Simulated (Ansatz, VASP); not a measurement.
AlNi: VASP beside Ansatz

File INCAR:

```
SYSTEM = AlNi
PREC = Accurate
ENCUT = 520
EDIFF = 1E-6
ISMEAR = 0
SIGMA = 0.15
LREAL = .FALSE.
LASPH = .TRUE.
NELM = 100
ALGO = Fast
ISIF = 2
LWAVE = .FALSE.
LCHARG = .FALSE.
GGA = PE
NBANDS = 14
```

File KPOINTS:

```
Automatic mesh
0
G
  18 18 16
  0 0 0
```

Contents of POSCAR:

```
AlNi
1.0
    1.8999201200     -1.9531901500      0.0000000000
    1.8999201200      1.9531901500      0.0000000000
    0.0000000000      0.0000000000      3.0994300413
Al Ni
1 1
Direct
    0.0000000000      0.0000000000      0.0000000000
    0.5000000000      0.5000000000      0.5000000000
```

Input for Ansatz:

```yaml
crystal:
  lattice:
    - [1.89992012, -1.95319015, 0.0]
    - [1.89992012, 1.95319015, 0.0]
    - [0.0, 0.0, 3.0994300413]
  atoms:
    - { symbol: Al, position: [0.0, 0.0, 0.0] }
    - { symbol: Ni, position: [0.5, 0.5, 0.5] }
basis:
  ecutwfc: 420
kpoints:
  mp_grid: { grid: [18, 18, 16] }
hamiltonian:
  xc: pbe
scf:
  occupations: { method: gaussian, width: 0.15 }
output:
  forces: true
  stress: true
  eigenvalues: true
```

Change from the starting cell: strain -0.0200 x Voigt [1, 0, 0, 0, 0, 0], atoms carried along.

Alike in both runs: task single point; functional PBE; k mesh 18 × 18 × 16; occupations gaussian, width 0.15 eV; no spin polarisation.

```csv
,VASP,Ansatz
version,VASP 6.6.1,Ansatz 0.2.0
potentials or method,"VASP PAW PBE potentials, release 64 (Al, Ni), cutoff 520 eV","scalar-relativistic, plane waves, PAW"
valence electrons in the cell,13,21
```

```tsv
	VASP	Ansatz	Ansatz less VASP
gap on the k mesh at the Fermi level (eV)	none	none	-
pressure (GPa)	9.9	10.0	+0.07
traceless stress, the component that is largest in VASP (GPa)	5.50	5.43	-0.065
```

A gap of «none» marks a metal or a gap that the smearing closes. With one functional, cell and mesh, what is left measures potentials, basis and numerics. VASP's potentials hold 13 valence electrons a cell and Ansatz's 21, so a difference there can come from the potentials and not from the codes.
